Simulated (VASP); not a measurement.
# Ag (P6_3/mmc) in VASP: further runs

Runs on Ag. Level: LDA. Tasks: single point.

All numbers are computed with VASP 6.6.1; they aren't measurements. Logs are shortened: lines on timing, memory, paths and dates and some standing lists are left out, and cuts for length are marked.

## (1) The cell of the first run

The structure is hexagonal, space group P6_3/mmc (No. 194). Conventional cell: a = 2.815 Å, b = 2.815 Å, c = 4.605 Å, α = 90.00°, β = 90.00°, γ = 120.00°. Ag (site symmetry -6m2) has 12 Ag at 2.81 to 2.82 Å within 3.7 Å.

## (2) Single point, LDA

INCAR reads:

```
ALGO     = Normal         # electronic algorithm
EDIFF    = 1E-6           # SCF threshold, eV
ENCUT    = 520            # plane-wave cutoff, eV
ISIF     = 2              # what is computed and relaxed
ISMEAR   = -1             # smearing method
LASPH    = True           # aspherical terms in the spheres
LCHARG   = False          # write CHGCAR
LREAL    = False          # projectors in reciprocal space
LWAVE    = False          # write WAVECAR
NBANDS   = 18             # bands
NELM     = 80             # most SCF steps
PREC     = Accurate       # precision mode
SIGMA    = 0.1            # smearing width, eV
```

KPOINTS reads:

```
k-points
0
Gamma
  16 16 9
```

POSCAR reads:

```
Ag
1.0
    2.8147559599      0.0000000000      0.0000000000
   -1.4073779800      2.4376501667      0.0000000000
    0.0000000000      0.0000000000      4.6053567975
Ag
2
Direct
    0.3333333333      0.6666666667      0.2500000000
    0.6666666667      0.3333333333      0.7500000000
```

Potentials or basis: VASP PAW LDA potentials, release 64 (Ag).

Started as:

```
$ cat potpaw_LDA.64/Ag/POTCAR > POTCAR
$ mpirun -np 1 vasp_std > vasp.out
```

OUTCAR:

```text
EDIFF = 1E-6
   ENCUT = 520
   ISIF = 2
   ISMEAR = -1
   LASPH = True
   LREAL = False
   NELM = 80
   PREC = Accurate

 ion  position               nearest neighbor table
   1  0.333  0.667  0.250-   2 2.82   2 2.82   2 2.82   2 2.82   2 2.82   2 2.82
   2  0.667  0.333  0.750-   1 2.82   1 2.82   1 2.82   1 2.82   1 2.82   1 2.82

  LATTYP: Found a hexagonal cell.
 ALAT       =     2.8147559599
 C/A-ratio  =     1.6361478093

  Lattice vectors:

 A1 = (   2.8147559599,   0.0000000000,   0.0000000000)
 A2 = (  -1.4073779800,   2.4376501667,   0.0000000000)
 A3 = (   0.0000000000,   0.0000000000,   4.6053567975)

Analysis of symmetry for initial positions (statically):
=====================================================================
 Subroutine PRICEL returns:
 Original cell was already a primitive cell.

 Routine SETGRP: Setting up the symmetry group for a
 hexagonal supercell.

 Subroutine GETGRP returns: Found 24 space group operations
 (whereof 12 operations were pure point group operations)
 out of a pool of 24 trial point group operations.

The static configuration has the point symmetry D_3d.
 The point group associated with its full space group is D_6h.

Analysis of symmetry for dynamics (positions and initial velocities):
=====================================================================
 Subroutine PRICEL returns:
 Original cell was already a primitive cell.

 Routine SETGRP: Setting up the symmetry group for a
 hexagonal supercell.

 Subroutine GETGRP returns: Found 24 space group operations
 (whereof 12 operations were pure point group operations)
 out of a pool of 24 trial point group operations.

The dynamic configuration has the point symmetry D_3d.
 The point group associated with its full space group is D_6h.

 Subroutine INISYM returns: Found 24 space group operations
 (whereof 12 operations are pure point group operations),
 and found     1 'primitive' translations

----------------------------------------------------------------------------------------

                                     Primitive cell

  volume of cell :      31.5992

  direct lattice vectors                    reciprocal lattice vectors
     2.814755960  0.000000000  0.000000000     0.355270586  0.205115569  0.000000000
    -1.407377980  2.437650167  0.000000000     0.000000000  0.410231137  0.000000000
     0.000000000  0.000000000  4.605356797     0.000000000  0.000000000  0.217138442

  length of vectors
     2.814755960  2.814755960  4.605356797     0.410231137  0.410231137  0.217138442

  position of ions in fractional coordinates (direct lattice)
     0.333333333  0.666666667  0.250000000
     0.666666667  0.333333333  0.750000000

  ion indices of the primitive-cell ions
   primitive index   ion index
                 1           1
                 2           2

----------------------------------------------------------------------------------------

 KPOINTS: k-points

Automatic generation of k-mesh.
 Grid dimensions read from file:
 generate k-points for:   16   16    9

 Generating k-lattice:

  Cartesian coordinates                     Fractional coordinates (reciprocal lattice)
     0.022204412  0.012819723  0.000000000     0.062500000  0.000000000  0.000000000
     0.000000000  0.025639446  0.000000000     0.000000000  0.062500000  0.000000000
     0.000000000  0.000000000  0.024126494     0.000000000  0.000000000  0.111111111

  Length of vectors
     0.025639446  0.025639446  0.024126494

  Shift w.r.t. Gamma in fractional coordinates (k-lattice)
     0.000000000  0.000000000  0.000000000

 Subroutine IBZKPT returns following result:
 ===========================================

 Found    150 irreducible k-points:

 Following reciprocal coordinates:
            Coordinates               Weight
  0.000000  0.000000  0.000000      1.000000
  0.062500 -0.000000  0.000000      6.000000
  0.125000 -0.000000  0.000000      6.000000
  0.187500 -0.000000  0.000000      6.000000
  0.250000 -0.000000  0.000000      6.000000
  0.312500 -0.000000  0.000000      6.000000
[... 16 lines left out ...]
  0.187500  0.187500  0.000000      6.000000
  0.250000  0.187500  0.000000     12.000000
 [... further k-points ...]
   k-points           NKPTS =    150   k-points in BZ     NKDIM =    150   number of bands    NBANDS=     18
   number of dos      NEDOS =    301   number of ions     NIONS =      2
   total plane-waves  NPLWV =  20736
   dimension x,y,z NGX =    24 NGY =   24 NGZ =   36
   dimension x,y,z NGXF=    48 NGYF=   48 NGZF=   72
   ions per type =               2
   NGX,Y,Z   is equivalent  to a cutoff of  14.17, 14.17, 13.00 a.u.
   NGXF,Y,Z  is equivalent  to a cutoff of  28.35, 28.35, 25.99 a.u.
 SYSTEM =  unknown system
   PREC   = accura    normal or accurate (medium, high low for compatibility)
   ISTART =      0    job   : 0-new  1-cont  2-samecut
   ICHARG =      2    charge: 1-file 2-atom 10-const
   ISPIN  =      1    spin polarized calculation?
   LNONCOLLINEAR =      F non collinear calculations
   LSORBIT =      F    spin-orbit coupling
   LASPH  =      T    aspherical Exc in radial PAW
   ENCUT  =  520.0 eV  38.22 Ry    6.18 a.u.   5.23  5.23  8.56*2*pi/ulx,y,z
   NELM   =     80;   NELMIN=  2; NELMDL= -5     # of ELM steps
   EDIFF  = 0.1E-05   stopping-criterion for ELM
   LREAL  =      F    real-space projection
   EDIFFG = 0.1E-04   stopping-criterion for IOM
   NSW    =      0    number of steps for IOM
   IBRION =     -1    ionic relax: 0-MD 1-quasi-New 2-CG
   NFREE  =      0    steps in history (QN), initial steepest desc. (CG)
   ISIF   =      2    stress and relaxation
   ISYM   =      2    0-nonsym 1-usesym 2-fastsym
   POTIM  = 0.5000    time-step for ionic-motion
   TEBEG  =    0.0;   TEEND  =   0.0 temperature during run
   PSTRESS=    0.0 pullay stress
   NELECT =      22.0000    total number of electrons
   NUPDOWN=      -1.0000    fix difference up-down
   EMIN   =  10.00;   EMAX   =-10.00  energy-range for DOS
   EFERMI =   0.00;   METHOD = LEGACY
   ISMEAR =    -1;   SIGMA  =   0.10  broadening in eV -4-tet -1-fermi 0-gaus
   EFERMI_NEDOS =   21; number of points for ismear=-14 and -15
   IALGO  =     38    algorithm
   IMIX   =      4    mixing-type and parameters
     AMIX     =   0.40;   BMIX     =  1.00
     AMIX_MAG =   1.60;   BMIX_MAG =  1.00
  volume/ion in A,a.u.               =      15.80       106.62
  Fermi-wavevector in a.u.,A,eV,Ry     =   1.450966  2.741928 28.644380  2.105303
  Thomas-Fermi vector in A             =   2.568517
   LORBIT       =      0    0 simple, 1 ext, 2 COOP (PROOUT), +10 PAW based schemes
   GGA     = CA    functional components
   LHFCALC =     F    Hartree Fock is set to
   AEXX    =    0.0000 exact exchange contribution
   IVDW    =     0    specifies the selected vdW correction
   LEPSILON=     F    determine dielectric tensor
   LRPA    =     F    only Hartree local field effects (RPA)
 non-spin polarized calculation
  energy-cutoff  :      520.00
  volume of cell :       31.60
 maximum number of plane-waves:       868
 NGX is ok and might be reduce to    24
   NGX = 11   NGY = 11   NGZ = 17

 number of electron      22.0000005 magnetization

 Free energy of the ion-electron system (eV)
  ---------------------------------------------------
  ext. energy  EPLUGINS =         0.00000000
  ---------------------------------------------------
  free energy    TOTEN  =        -7.55581860 eV

  energy without entropy =       -7.53782759  energy(sigma->0) =       -7.54682310

 E-fermi :   9.2742     XC(G=0): -13.0365

 val. band max:        9.2729972745   @ k =   0.5000  -0.0000   0.2222
 cond. band min:       9.3169578453   @ k =   0.4375   0.0625   0.3333
 fundamental gap:      0.0439605708
 Fermi energy:         9.2742001657

 k-point     1 :       0.0000    0.0000    0.0000
  band No.  band energies     occupation
      1       0.8589      2.00000
      2       2.3565      2.00000
      3       4.1822      2.00000
      4       4.2991      2.00000
      5       4.2991      2.00000
      6       4.5760      2.00000
[... 10 lines left out ...]
     17      28.3685      0.00000
     18      28.3685      0.00000

 k-point     2 :       0.0625   -0.0000    0.0000
  band No.  band energies     occupation
      1       0.9748      2.00000
      2       2.4285      2.00000
      3       4.0985      2.00000
      4       4.3654      2.00000
      5       4.3763      2.00000
      6       4.5491      2.00000
[... 10 lines left out ...]
     17      27.4975      0.00000
     18      28.3162      0.00000

 k-point     3 :       0.1250   -0.0000    0.0000
  band No.  band energies     occupation
      1       1.3094      2.00000
      2       2.6190      2.00000
      3       3.9555      2.00000
      4       4.4330      2.00000
      5       4.5585      2.00000
      6       4.5799      2.00000
[... 10 lines left out ...]
     17      27.4773      0.00000
     18      28.6074      0.00000

 k-point     4 :       0.1875   -0.0000    0.0000
  band No.  band energies     occupation
      1       1.8117      2.00000
      2       2.8320      2.00000
      3       3.8523      2.00000
      4       4.2786      2.00000
      5       4.3579      2.00000
      6       4.7014      2.00000
[... 375 lines left out ...]
      4       4.1479      2.00000
      5       4.5003      2.00000
      6       4.8230      2.00000
[... 10 lines left out ...]
     17      20.4122      0.00000
     18      24.5077      0.00000

 k-point    23 :       0.1875    0.1875    0.0000
  band No.  band energies     occupation
      1       3.0533      2.00000
      2       3.2708      2.00000
      3       3.4175      2.00000
      4       3.5522      2.00000
      5       4.1856      2.00000
      6       4.4796      2.00000
[... 10 lines left out ...]
     17      25.2725      0.00000
     18      25.6748      0.00000

 k-point    24 :       0.2500    0.1875    0.0000
  band No.  band energies     occupation
      1       3.1371      2.00000
      2       3.1647      2.00000
      3       3.2567      2.00000
      4       3.8889      2.00000
      5       4.1074      2.00000
      6       4.6320      2.00000
[... 10 lines left out ...]
     17      23.6050      0.00000
     18      24.2899      0.00000

 [... further k-points ...]
[... 5 lines left out ...]
  --------------------------------------------------------------------------------------
  -------------------------------------------------------------------------------------
  Total        0.4607923      0.4607923      0.4582702     -0.0000000     -0.0000000      0.0000000
  in kB       23.3636356     23.3636356     23.2357534     -0.0000000     -0.0000000      0.0000000
  external PRESSURE =      23.3210082 kB  Pullay stress =       0.0000000 kB

 VOLUME and BASIS-vectors are now :
 -----------------------------------------------------------------------------
  energy-cutoff  :      520.00
  volume of cell :       31.60
      direct lattice vectors                 reciprocal lattice vectors
     2.814755960  0.000000000  0.000000000     0.355270586  0.205115569  0.000000000
    -1.407377980  2.437650167  0.000000000     0.000000000  0.410231137  0.000000000
     0.000000000  0.000000000  4.605356797     0.000000000  0.000000000  0.217138442

 POSITION                                       TOTAL-FORCE (eV/Angst)
 -----------------------------------------------------------------------------------
     -0.00000      1.62510      1.15134         0.000000     -0.000000      0.000000
      1.40738      0.81255      3.45402        -0.000000      0.000000      0.000000
 -----------------------------------------------------------------------------------
    total drift:                               -0.000000      0.000000     -0.000000

  FREE ENERGIE OF THE ION-ELECTRON SYSTEM (eV)
  ---------------------------------------------------
  free  energy   TOTEN  =        -7.5558185991 eV

  energy  without entropy=       -7.5378275920  energy(sigma->0) =       -7.54682310
```

It took 18 s on 1 thread of Intel Xeon 6975P-C (Granite Rapids), shared host; peak memory 0.19 GiB.

What came out:

| Property | Result |
| --- | --- |
| Free energy | -7.5558 eV |
| Pressure | 2.3 GPa |
| Band gap on the k mesh | zero (band 11 reaches 12.84 eV, above the bottom of band 12 at 5.89 eV) |

## (3) Single point, LDA

INCAR reads:

```
PREC     = Accurate       # precision mode
ENCUT    = 520            # plane-wave cutoff, eV
EDIFF    = 1E-7           # SCF threshold, eV
ISMEAR   = -1             # smearing method
SIGMA    = 0.1            # smearing width, eV
LREAL    = F              # projectors in reciprocal space
LASPH    = T              # aspherical terms in the spheres
NELM     = 100            # most SCF steps
ALGO     = Normal         # electronic algorithm
ISIF     = 2              # what is computed and relaxed
LWAVE    = F              # write WAVECAR
LCHARG   = F              # write CHGCAR
NBANDS   = 18             # bands
```

KPOINTS reads:

```
regular mesh
0
Gamma
  16 16 9
```

Edit POSCAR of step 2 so:

```diff
@@ -4,3 +4,3 @@
    -1.4073779800      2.4376501667      0.0000000000
-    0.0000000000      0.0000000000      4.6053567975
+    0.0000000000      0.0000000000      4.6053567976
 Ag
```

Potentials or basis: VASP PAW LDA potentials, release 64 (Ag).

Started as:

```
$ cat potpaw_LDA.64/Ag/POTCAR > POTCAR
$ mpirun -np 1 vasp_std > vasp.out
```

OUTCAR:

```text
PREC = Accurate
   ENCUT = 520
   EDIFF = 1E-7
   ISMEAR = -1
   LREAL = F
   LASPH = T
   NELM = 100
   ISIF = 2

 ion  position               nearest neighbor table
   1  0.333  0.667  0.250-   2 2.82   2 2.82   2 2.82   2 2.82   2 2.82   2 2.82
   2  0.667  0.333  0.750-   1 2.82   1 2.82   1 2.82   1 2.82   1 2.82   1 2.82

  LATTYP: Found a hexagonal cell.
 ALAT       =     2.8147559599
 C/A-ratio  =     1.6361478093

  Lattice vectors:

 A1 = (   2.8147559599,   0.0000000000,   0.0000000000)
 A2 = (  -1.4073779800,   2.4376501667,   0.0000000000)
[... 674 lines left out ...]
      5       4.1074      2.00000
      6       4.6321      2.00000
[... 10 lines left out ...]
     17      23.6050      0.00000
     18      24.2898      0.00000

 [... further k-points ...]
[... 5 lines left out ...]
  --------------------------------------------------------------------------------------
  -------------------------------------------------------------------------------------
  Total        0.4635387      0.4635387      0.4610104     -0.0000000      0.0000000      0.0000000
  in kB       23.5028853     23.5028853     23.3746941     -0.0000000      0.0000000      0.0000000
  external PRESSURE =      23.4601549 kB  Pullay stress =       0.0000000 kB

 VOLUME and BASIS-vectors are now :
 -----------------------------------------------------------------------------
  energy-cutoff  :      520.00
  volume of cell :       31.60
      direct lattice vectors                 reciprocal lattice vectors
     2.814755960  0.000000000  0.000000000     0.355270586  0.205115569  0.000000000
    -1.407377980  2.437650167  0.000000000     0.000000000  0.410231137  0.000000000
     0.000000000  0.000000000  4.605356798     0.000000000  0.000000000  0.217138442

 POSITION                                       TOTAL-FORCE (eV/Angst)
 -----------------------------------------------------------------------------------
     -0.00000      1.62510      1.15134         0.000000     -0.000000      0.000000
      1.40738      0.81255      3.45402        -0.000000      0.000000      0.000000
 -----------------------------------------------------------------------------------
    total drift:                                0.000000     -0.000000      0.000000

  FREE ENERGIE OF THE ION-ELECTRON SYSTEM (eV)
  ---------------------------------------------------
  free  energy   TOTEN  =        -7.5558185682 eV

  energy  without entropy=       -7.5378274241  energy(sigma->0) =       -7.54682300
```

Run time: 18 s. Hardware: 1 thread of Intel Xeon 6975P-C (Granite Rapids), shared host; peak memory 0.18 GiB.

What came out:

| Item | Value |
| --- | --- |
| Free energy | -7.5558 eV |
| Pressure | 2.3 GPa |
| Band gap on the k mesh | zero (band 11 reaches 12.84 eV, above the bottom of band 12 at 5.89 eV) |
